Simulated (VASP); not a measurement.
A run of VASP 6.6.1 is set up as follows.

File INCAR:

```
  PREC = Accurate
  ENCUT = 520
  EDIFF = 1E-7
  ISMEAR = -1
  SIGMA = 0.02
  LREAL = False
  LASPH = True
  NELM = 60
  ALGO = Normal
  ISIF = 2
  LWAVE = False
  LCHARG = False
  GGA = PE
  NBANDS = 26
```

Contents of KPOINTS:

```
Automatic mesh
0
Gamma
  6 6 4
```

Contents of POSCAR:

```
CuI
1.0
    4.3755374598      0.0000000000      0.0000000000
   -2.1877687299      3.7893265954      0.0000000000
    0.0000000000      0.0000000000      7.2537939909
Cu I
2 2
Direct
    0.3333333333      0.6666666667      0.2500000000
    0.6666666667      0.3333333333      0.7500000000
    0.6666666667      0.3333333333      0.2500000000
    0.3333333333      0.6666666667      0.7500000000
```

Potentials or basis: VASP PAW PBE potentials, release 64 (Cu, I).

Launch:

```console
$ cat potpaw_PBE.64/Cu/POTCAR potpaw_PBE.64/I/POTCAR > POTCAR
$ mpirun -np 1 vasp_std > vasp.out
```

Question: Estimate the pressure.

Answer: 1.1 GPa.

Question: Predict the band gap on the k mesh.

Answer: 1.23 eV, direct.

Stress tensor (GPa, compression positive):
```
1.26 0.00 0.00
0.00 1.26 0.00
0.00 0.00 0.71
```

Caveat: spin-orbit coupling is left out, which moves the levels of the heavy elements. As with any semilocal functional, this PBE gap is likely too small.
